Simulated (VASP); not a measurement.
# MoS2 (Cmmm) in VASP: notebook, part 2 of 2

VASP 6.6.1.

### Step 4. Relaxation of cell and atoms, PBE, collinear spin

File INCAR:

```
SYSTEM = MoS2
ALGO = Normal
EDIFF = 1E-7
EDIFFG = -0.04
ENCUT = 600
GGA = PE
IBRION = 2
ISIF = 3
ISMEAR = 0
ISPIN = 2
LASPH = .True.
LCHARG = .False.
LMAXMIX = 4
LORBIT = 11
LREAL = .False.
LWAVE = .False.
MAGMOM = 1 0 0
NELM = 150
NSW = 90
PREC = Accurate
SIGMA = 0.1
```

File KPOINTS:

```
k-points
0
Gamma
  6 6 4
  0 0 0
```

File POSCAR:

```
MoS2
1.0
    2.2386658100     -2.3028958700      0.0000000000
    2.2386658100      2.3028958700      0.0000000000
    0.0000000000      0.0000000000      6.2069653700
Mo S
1 2
Direct
    0.0000000000      0.0000000000      0.0000000000
    0.0000000000      0.0000000000      0.7132424400
    0.0000000000      0.0000000000      0.2867575600
```

Potentials or basis: VASP PAW PBE potentials, release 64 (Mo_sv, S).

The run is started by

```console
> cat potpaw_PBE.64/Mo_sv/POTCAR potpaw_PBE.64/S/POTCAR > POTCAR
> mpirun -np 1 vasp_std > vasp.out
```

OUTCAR:

```text
SYSTEM = MoS2
   EDIFF = 1E-7
   EDIFFG = -0.04
   ENCUT = 600
   GGA = PE
   IBRION = 2
   ISIF = 3
   ISMEAR = 0
   ISPIN = 2
   LASPH = .True.
   LORBIT = 11
   LREAL = .False.
   NELM = 150
   NSW = 90
   PREC = Accurate

 ion  position               nearest neighbor table
   1  0.000  0.000  0.000-   2 1.78   3 1.78
   2  0.000  0.000  0.713-   1 1.78   3 2.65
   3  0.000  0.000  0.287-   1 1.78   2 2.65

  LATTYP: Found a base centered orthorhombic cell.
 ALAT       =     4.4773316200
 B/A-ratio  =     1.0286912230
 C/A-ratio  =     1.3863090557

  Lattice vectors:

 A1 = (   2.2386658100,  -2.3028958700,   0.0000000000)
 A2 = (   2.2386658100,   2.3028958700,   0.0000000000)
 A3 = (   0.0000000000,   0.0000000000,   6.2069653700)

Analysis of symmetry for initial positions (statically):
=====================================================================
 Subroutine PRICEL returns:
 Original cell was already a primitive cell.

 Routine SETGRP: Setting up the symmetry group for a
 base centered orthorhombic supercell.

 Subroutine GETGRP returns: Found  8 space group operations
 (whereof  8 operations were pure point group operations)
 out of a pool of  8 trial point group operations.

The static configuration has the point symmetry D_2h.

Analysis of symmetry for dynamics (positions and initial velocities):
=====================================================================
 Subroutine PRICEL returns:
 Original cell was already a primitive cell.

 Routine SETGRP: Setting up the symmetry group for a
 base centered orthorhombic supercell.

 Subroutine GETGRP returns: Found  8 space group operations
 (whereof  8 operations were pure point group operations)
 out of a pool of  8 trial point group operations.

The dynamic configuration has the point symmetry D_2h.

Analysis of structural, dynamic, and magnetic symmetry:
=====================================================================
 Subroutine PRICEL returns:
 Original cell was already a primitive cell.

 Routine SETGRP: Setting up the symmetry group for a
 base centered orthorhombic supercell.

 Subroutine GETGRP returns: Found  8 space group operations
 (whereof  8 operations were pure point group operations)
 out of a pool of  8 trial point group operations.

The overall configuration has the point symmetry D_2h.

 Subroutine INISYM returns: Found  8 space group operations
 (whereof  8 operations are pure point group operations),
 and found     1 'primitive' translations

----------------------------------------------------------------------------------------

                                     Primitive cell

  volume of cell :      63.9990

  direct lattice vectors                    reciprocal lattice vectors
     2.238665810 -2.302895870  0.000000000     0.223347316 -0.217117937  0.000000000
     2.238665810  2.302895870  0.000000000     0.223347316  0.217117937  0.000000000
     0.000000000  0.000000000  6.206965370     0.000000000  0.000000000  0.161109325
[... 45 lines left out ...]
  0.333333 -0.000000  0.000000      4.000000
  0.500000 -0.000000  0.000000      2.000000
  0.166667  0.166667  0.000000      2.000000
  0.333333  0.166667  0.000000      4.000000
[... 16 lines left out ...]
  0.333333  0.333333  0.250000      4.000000
  0.500000  0.333333  0.250000      8.000000
 [... further k-points ...]
   k-points           NKPTS =     39   k-points in BZ     NKDIM =     39   number of bands    NBANDS=     18
   number of dos      NEDOS =    301   number of ions     NIONS =      3
   total plane-waves  NPLWV =  39200
   dimension x,y,z NGX =    28 NGY =   28 NGZ =   50
   dimension x,y,z NGXF=    56 NGYF=   56 NGZF=  100
   ions per type =               1   2
   NGX,Y,Z   is equivalent  to a cutoff of  14.49, 14.49, 13.39 a.u.
   NGXF,Y,Z  is equivalent  to a cutoff of  28.99, 28.99, 26.78 a.u.
 SYSTEM =  MoS2
   PREC   = accura    normal or accurate (medium, high low for compatibility)
   ISTART =      0    job   : 0-new  1-cont  2-samecut
   ICHARG =      2    charge: 1-file 2-atom 10-const
   ISPIN  =      2    spin polarized calculation?
   LNONCOLLINEAR =      F non collinear calculations
   LSORBIT =      F    spin-orbit coupling
   LASPH  =      T    aspherical Exc in radial PAW
   ENCUT  =  600.0 eV  44.10 Ry    6.64 a.u.   6.41  6.41 12.40*2*pi/ulx,y,z
   NELM   =    150;   NELMIN=  2; NELMDL= -5     # of ELM steps
   EDIFF  = 0.1E-06   stopping-criterion for ELM
   LREAL  =      F    real-space projection
   EDIFFG = -.4E-01   stopping-criterion for IOM
   NSW    =     90    number of steps for IOM
   IBRION =      2    ionic relax: 0-MD 1-quasi-New 2-CG
   NFREE  =      1    steps in history (QN), initial steepest desc. (CG)
   ISIF   =      3    stress and relaxation
   ISYM   =      2    0-nonsym 1-usesym 2-fastsym
   POTIM  = 0.5000    time-step for ionic-motion
   TEBEG  =    0.0;   TEEND  =   0.0 temperature during run
   PSTRESS=    0.0 pullay stress
   NELECT =      26.0000    total number of electrons
   NUPDOWN=      -1.0000    fix difference up-down
   EMIN   =  10.00;   EMAX   =-10.00  energy-range for DOS
   EFERMI =   0.00;   METHOD = LEGACY
   ISMEAR =     0;   SIGMA  =   0.10  broadening in eV -4-tet -1-fermi 0-gaus
   EFERMI_NEDOS =   21; number of points for ismear=-14 and -15
   IALGO  =     38    algorithm
   IMIX   =      4    mixing-type and parameters
     AMIX     =   0.40;   BMIX     =  1.00
     AMIX_MAG =   1.60;   BMIX_MAG =  1.00
  volume/ion in A,a.u.               =      21.33       143.96
  Fermi-wavevector in a.u.,A,eV,Ry     =   1.212481  2.291257 20.002067  1.470110
  Thomas-Fermi vector in A             =   2.347964
   LORBIT       =     11    0 simple, 1 ext, 2 COOP (PROOUT), +10 PAW based schemes
   GGA     = PE    functional components
   LHFCALC =     F    Hartree Fock is set to
   AEXX    =    0.0000 exact exchange contribution
   IVDW    =     0    specifies the selected vdW correction
   LEPSILON=     F    determine dielectric tensor
   LRPA    =     F    only Hartree local field effects (RPA)
 conjugate gradient relaxation of ions
 spin polarized calculation
 Gauss-broadening in eV      SIGMA  =   0.10
  energy-cutoff  :      600.00
  volume of cell :       64.00
 maximum number of plane-waves:      2160
 NGX is ok and might be reduce to    28
   NGX = 13   NGY = 13   NGZ = 25

--------------------------------------- Ionic step        1  -------------------------------------------

 number of electron      25.9999999 magnetization       0.0006713

 number of electron      25.9999999 magnetization      -0.0000699

 Free energy of the ion-electron system (eV)
  ---------------------------------------------------
  ext. energy  EPLUGINS =         0.00000000
  ---------------------------------------------------
  free energy    TOTEN  =       -10.28131536 eV

  energy without entropy =      -10.27022293  energy(sigma->0) =      -10.27576915

------------------------ aborting loop because EDIFF is reached ----------------------------------------

  FORCE on cell =-STRESS in cart. coord.  units (eV):
  Direction    XX          YY          ZZ          XY          YZ          ZX
  --------------------------------------------------------------------------------------
  -------------------------------------------------------------------------------------
  Total        0.3793537      0.4737808     62.8356768      0.0000000      0.0000000      0.0000000
  in kB        9.4969036     11.8608328   1573.0553137      0.0000000      0.0000000      0.0000000
  external PRESSURE =     531.4710167 kB  Pullay stress =       0.0000000 kB
[... 2143 lines left out ...]
     17       9.4575      0.00000
     18       9.8435      0.00000

 [... further k-points ...]

[... ionic steps 4 to 55 ...]

--------------------------------------- Ionic step       56  -------------------------------------------

 number of electron      26.0000002 magnetization       0.0000000

 number of electron      26.0000002 magnetization      -0.0000000
[... 75 lines left out ...]
 number of electron      26.0000004 magnetization       0.0000001

 number of electron      26.0000004 magnetization      -0.0000000

 Free energy of the ion-electron system (eV)
  ---------------------------------------------------
  ext. energy  EPLUGINS =         0.00000000
  ---------------------------------------------------
  free energy    TOTEN  =       -17.90922990 eV

  energy without entropy =      -17.89803332  energy(sigma->0) =      -17.90363161

 E-fermi :   6.7050     XC(G=0): -10.4629

 val. band max:        6.6891646341   @ k =   0.3333   0.3333   0.5000
 cond. band min:       6.7155358351   @ k =   0.1667   0.1667   0.5000
 fundamental gap:      0.0263712010
 Fermi energy:         6.7049805581
[... 1044 lines left out ...]
  FREE ENERGIE OF THE ION-ELECTRON SYSTEM (eV)
  ---------------------------------------------------
  free  energy   TOTEN  =       -17.9092299009 eV

  energy  without entropy=      -17.8980333220  energy(sigma->0) =      -17.90363161

 reached required accuracy - stopping structural energy minimisation

 total charge

# of ion       s       p       d       tot
------------------------------------------
    1        2.364   6.134   4.115  12.614
    2        1.403   2.157   0.000   3.560
    3        1.403   2.157   0.000   3.560
--------------------------------------------------
tot          5.169  10.449   4.115  19.733

 magnetization (x)

# of ion       s       p       d       tot
------------------------------------------
    1       -0.000  -0.000  -0.000  -0.000
    2       -0.000   0.000   0.000   0.000
    3       -0.000   0.000   0.000   0.000
--------------------------------------------------
tot         -0.000   0.000  -0.000   0.000
```

OSZICAR:

```text
N       E                     dE             d eps       ncg     rms          rms(c)
DAV:   1     0.218676933283E+03    0.21868E+03   -0.14189E+04  2816   0.146E+03
DAV:   2    -0.277523153806E+01   -0.22145E+03   -0.21751E+03  3648   0.354E+02
DAV:   3    -0.116252477645E+02   -0.88500E+01   -0.87097E+01  3380   0.664E+01
DAV:   4    -0.117511574728E+02   -0.12591E+00   -0.12555E+00  3320   0.834E+00
[... 651 lines left out ...]
DAV:   9    -0.179033143898E+02   -0.11630E-06   -0.18969E-07  2412   0.283E-03    0.565E-04
DAV:  10    -0.179033144211E+02   -0.31272E-07   -0.28311E-08  1536   0.971E-04
  49 F= -.17903314E+02 E0= -.17898584E+02  d E =-.332026E-02  mag=    -0.0000
       N       E                     dE             d eps       ncg     rms          rms(c)
DAV:   1    -0.179560466090E+02   -0.52732E-01   -0.30892E+00  2808   0.124E+01    0.122E+00
DAV:   2
```

It took 28 min on 1 thread of Intel Xeon 6975P-C (Granite Rapids), shared host; peak memory 0.3 GiB.

What came out:

| Item | Value |
| --- | --- |
| Free energy | -17.9092 eV |
| Relaxed volume | 19.01 Å³/atom |
| Relaxed cell | a = 2.555 Å, b = 2.555 Å, c = 8.773 Å, α = 90.00°, β = 90.00°, γ = 95.30° |
| Space group after relaxing (to 0.1 Å) | Cmmm (No. 65) |
| Energy gained by relaxing | 2542.6 meV/atom |
| Ionic steps | 58 |
| Pressure after relaxing | 0.0 GPa |
| Largest force after relaxing | 0.004 eV/Å |
| Band gap on the k mesh | zero (filled and empty bands overlap) |
| Net moment | 0.00 μB per cell |
| Valence electrons inside the program's atomic spheres | Mo 12.61; S 3.56 |

Forces in eV/Å, atoms in the order of the input:
```
Mo   0.000  0.000  0.000
S    0.000  0.000  0.004
S    0.000  0.000 -0.004
```

Step by step:
```
step  energy change (eV)  largest force (eV/Å)  pressure (GPa)  volume (Å³)
   1              0.0000               18.1987           53.15        64.00
   3             -2.6338                0.0871          -10.23       121.55
   5             -2.8207                2.4117          -11.41       110.15
   7             -4.7170                0.8390          -14.60        75.46
   9             -5.9242                0.3833           -3.82        66.86
  11             -5.9257                0.5105           -3.20        66.64
  13             -5.9887                0.2704            0.34        62.53
  15             -6.0135                0.2914           -1.14        60.72
  17             -6.0193                0.3419           -1.70        59.60
  19             -6.0476                0.6266           -1.38        55.08
  21             -6.1666                0.5393            5.52        50.43
  23             -6.3375                0.1715           17.78        46.04
  25             -6.3481                0.2743           19.23        45.65
  27             -6.3624                0.3665           21.18        45.13
  29             -6.4278                0.2407           20.37        45.21
  31             -6.6571                0.1028           17.27        45.52
  33             -7.1427                0.8979           10.01        46.58
  35             -7.2276                1.0602            8.52        47.08
  37             -7.3566                0.9911            1.78        49.51
  39             -7.3878                0.9928           -2.88        51.76
  41             -7.5039                0.4476           -0.30        51.84
  43             -7.5437                0.1208            2.42        51.89
  45             -7.6051                0.2658            0.21        53.64
  47             -7.6184                0.0747           -0.36        54.95
  49             -7.6220                0.0227            0.00        55.31
  51             -7.6257                0.0686           -0.11        56.35
  53             -7.6272                0.0005           -0.21        56.89
  55             -7.6277                0.0225            0.14        56.92
  57             -7.6278                0.0329           -0.12        57.15
  58             -7.6279                0.0045            0.04        57.04
```

Final structure:
```cif
data_structure
_symmetry_space_group_name_H-M 'P 1'
_symmetry_Int_Tables_number 1
_cell_length_a 2.5553
_cell_length_b 2.5553
_cell_length_c 8.7732
_cell_angle_alpha 90.000
_cell_angle_beta 90.000
_cell_angle_gamma 95.299
_cell_volume 57.04
loop_
_atom_site_label
_atom_site_type_symbol
_atom_site_fract_x
_atom_site_fract_y
_atom_site_fract_z
_atom_site_occupancy
Mo1 Mo 0.00000 0.00000 0.00000 1
S1 S 0.00000 0.00000 0.72147 1
S2 S 0.00000 0.00000 0.27853 1
```

Caveat: a cell axis changed by over 15 % at a fixed basis, so the end point is rough; this functional lacks dispersion, which binds the layers, so the pressure and a relaxed spacing across them are unreliable.

### Step 5. Summary

```tsv
task	spin	cell	k mesh	cutoff (eV)	gap on the mesh (eV)	pressure (GPa)	moment (μB)	largest force (eV/Å)
single point	collinear	a = 3.212, b = 3.212, c = 6.207 Å, angles 90.0, 90.0, 91.6°, 3 atoms, atomic positions A	6 × 6 × 4	520	none	53.1	0.00	18.20
single point	off	a = 2.555, b = 2.555, c = 9.330 Å, angles 90.0, 90.0, 92.2°, 3 atoms, atomic positions B	18 × 18 × 6	520	none	0.0	-	0.01
relaxation of cell and atoms	collinear	relaxed from a = 3.212, b = 3.212, c = 6.207 Å, angles 90.0, 90.0, 91.6°, 3 atoms, atomic positions A	6 × 6 × 4	600	none	0.0	0.00	-
```

Alike in all rows: level PBE; potentials or basis VASP PAW PBE potentials, release 64 (Mo_sv, S); smearing gaussian 0.1 eV.

Caveats: this functional lacks dispersion, which binds the layers, so the pressure and a relaxed spacing across them are unreliable (at least some runs); atoms lie so close that the PAW spheres overlap strongly, which falsifies energies and pressures (at least some runs); the cell stands under pressure (at least some runs); forces of over 1 eV/Å act on the atoms, so gaps and moduli don't describe the material at rest (at least some runs); a cell axis changed by over 15 % at a fixed basis, so the end point is rough (at least some runs).

Total energies depend on the potentials used, so only differences within one code and one set of settings carry meaning.
